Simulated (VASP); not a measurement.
## RbBr: single point with PBE

The system is RbBr.

```
CELL_PARAMETERS angstrom
0.00000 3.46083 3.54735
3.46083 0.00000 3.54735
3.46083 3.46083 0.00000
ATOMIC_POSITIONS crystal
Rb 0.00000 0.00000 0.00000
Br 0.50000 0.50000 0.50000
```

This cell differs from its parent crystal: uniaxial z strain +2.5%.

```json
{
 "Program": "VASP 6.6.1",
 "Task": "single point",
 "Functional": "PBE",
 "Potentials or basis": "VASP PAW PBE potentials, release 64 (Rb_sv, Br)",
 "Cutoff": "520 eV",
 "k mesh": "6 × 6 × 6",
 "Occupations": "fermi-dirac, width 0.02 eV",
 "Spin": "no spin polarisation"
}
```

The pressure is 0.3 GPa and the band gap on the k mesh is 4.22 eV, direct.

Stress tensor (GPa, compression positive):
```
 0.45  0.00  0.00
 0.00  0.45  0.00
 0.00  0.00 -0.14
```

Levels at points of the mesh, in eV from the valence-band top:
```csv
k point,band 5,band 6,band 7,band 8,band 9,band 10,band 11,band 12
"(0.00, 0.00, 0.00)",-8.61,-0.02,0.00,0.00,4.22,7.16,7.30,7.30
"(0.50, 0.00, 0.00)",-8.57,-0.91,-0.32,-0.32,6.67,7.51,9.30,9.33
"(0.50, 0.50, 0.00)",-8.66,-0.49,-0.15,-0.15,5.67,6.90,8.85,9.06
"(0.50, 0.00, 0.50)",-8.66,-0.45,-0.17,-0.17,5.64,6.93,8.95,9.11
```

It took 36 s on 1 thread of Intel Xeon 6975P-C, on a shared host, peak memory 0.24 GiB.

Caveat: the cell differs from its parent crystal (uniaxial z strain +2.5%).
